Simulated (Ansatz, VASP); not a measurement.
Two plane-wave programs on TiO2

```
CELL_PARAMETERS angstrom
0.00000 2.39683 2.39683
2.28130 0.00000 2.39683
2.28130 2.39683 0.00000
ATOMIC_POSITIONS crystal
Ti 0.00000 0.00000 0.00000
O 0.25000 0.25000 0.25000
O 0.75000 0.75000 0.75000
```

Change from the starting cell: uniaxial_x strain -4.8%.

Alike in both runs: task single point; functional HSE06; k mesh 6 × 6 × 6; no spin polarisation.

```csv
,VASP,Ansatz
version,VASP 6.6.1,Ansatz 0.2.0
potentials or method,"VASP PAW PBE potentials, release 64 (Ti_sv, O)","plane waves, PAW"
plane-wave cutoff (eV),520,420
occupations,"gaussian, width 0.01 eV",fixed
valence electrons in the cell,24,24
```

|  | VASP | Ansatz | Ansatz less VASP |
| --- | --- | --- | --- |
| gap on the k mesh at the Fermi level (eV) | 2.06 | 2.09 | +0.031 |
| pressure (GPa) | 12.4 | 11.3 | -1.09 |
| traceless stress, the component that is largest in VASP (GPa) | 21.44 | 21.57 | +0.123 |

Ansatz's warnings: stress exchange threshold loose, stress scf threshold loose.
